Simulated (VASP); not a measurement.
HgTe (zinc blende type): single point with HSE06

The system is HgTe (zinc blende type).

```xyz
2
Lattice="0.0000 3.3411 3.3411 3.3411 0.0000 3.3411 3.3411 3.3411 0.0000" Properties=species:S:1:pos:R:3 pbc="T T T"
Hg    0.0000    0.0000    0.0000
Te    1.6705    1.6705    1.6705
```

```yaml
Program: VASP 6.6.1
Task: single point
Functional: HSE06
Potentials_or_basis: VASP PAW PBE potentials, release 64 (Hg, Te)
Cutoff: 520 eV
k_mesh: 4 × 4 × 4
Occupations: fermi-dirac, width 0.1 eV
Spin: no spin polarisation
```

```
Pressure               : -1.6 GPa
Band gap on the k mesh : zero (filled and empty bands touch)
```

Levels at points of the mesh, in eV from the Fermi level:
| k point | band 5 | band 6 | band 7 | band 8 | band 9 | band 10 | band 11 | band 12 | band 13 | band 14 |
| --- | --- | --- | --- | --- | --- | --- | --- | --- | --- | --- |
| (0.00, 0.00, 0.00) | -7.61 | -7.61 | -0.46 | -0.08 | -0.08 | -0.08 | 5.07 | 5.07 | 5.07 | 7.29 |
| (0.50, 0.00, 0.00) | -7.59 | -7.31 | -5.30 | -0.96 | -0.96 | 1.25 | 5.82 | 5.82 | 7.55 | 8.58 |
| (0.50, 0.50, 0.00) | -7.56 | -7.19 | -5.36 | -2.11 | -2.11 | 2.51 | 3.24 | 8.77 | 9.49 | 9.49 |

Run time: 11 min on 1 thread of Intel(R) Xeon(R) Platinum 8259CL CPU @ 2.50GHz (Skylake/Cascade Lake), on a shared host, peak memory 0.32 GiB.

Caveat: the k points lie up to 0.41 Å⁻¹ apart; the PAW data sets were made with another functional, which shifts forces and pressure a little; spin-orbit coupling is left out, which moves the levels of the heavy elements.
